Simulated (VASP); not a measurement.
A run of VASP 6.6.1:

Contents of POSCAR:

```
Al3GaN4
1.0
    5.0380821997      0.0000000000      0.0000640113
    0.0000000000      3.1249488257      0.0000000000
   -0.0032907421      0.0000000000      5.6809126274
Al Ga N
3 1 4
Direct
    0.5002216619      0.5000000000      0.1672550744
    0.0006683707      0.5000000000      0.8349019373
    0.0010043252      0.0000000000      0.3316444639
    0.4994946877      0.0000000000      0.6662044643
    0.1107069788      0.0000000000      0.6663170124
    0.1226755896      0.5000000000      0.1671322917
    0.6254135998      0.5000000000      0.8406810066
    0.6234137862      0.0000000000      0.3258647496
```

The input INCAR.step1:

```
SYSTEM = Al3GaN4
  PREC = Accurate
  ENCUT = 520
  ISMEAR = 0
  SIGMA = 0.05
  LREAL = .False.
  LASPH = .True.
  NELM = 60
  NBANDS = 31
  GGA = PE
  ALGO = Normal
  EDIFF = 1E-4
  LWAVE = .True.
  LCHARG = .False.
```

File INCAR.step2:

```
SYSTEM = Al3GaN4
  PREC = Accurate
  ENCUT = 520
  EDIFF = 1E-6
  ISMEAR = 0
  SIGMA = 0.05
  LREAL = .False.
  LASPH = .True.
  NELM = 60
  ALGO = Normal
  ISIF = 2
  LWAVE = .False.
  LCHARG = .False.
  METAGGA = R2SCAN
  LMIXTAU = .True.
  NBANDS = 31
  ISTART = 1
```

Contents of KPOINTS:

```
Automatic mesh
0
Gamma
  6 8 4
  0 0 0
```

Potentials or basis: VASP PAW PBE potentials, release 64 (Al, Ga_d, N).

Launch:

```console
$ cat potpaw_PBE.64/Al/POTCAR potpaw_PBE.64/Ga_d/POTCAR potpaw_PBE.64/N/POTCAR > POTCAR
$ cp INCAR.step1 INCAR
$ mpirun -np 1 vasp_std > vasp.out
$ cp INCAR.step2 INCAR
$ mpirun -np 1 vasp_std > vasp.out
```

Hardware: 1 thread of AMD EPYC 9R45 96-Core Processor (Zen 5) (shared host).

Task: How long does it take, and how much memory?

Result: Run time: 6.4 min on 1 thread of AMD EPYC 9R45 96-Core Processor (Zen 5) (shared host), peak memory 0.29 GiB. Counts: k points 70.
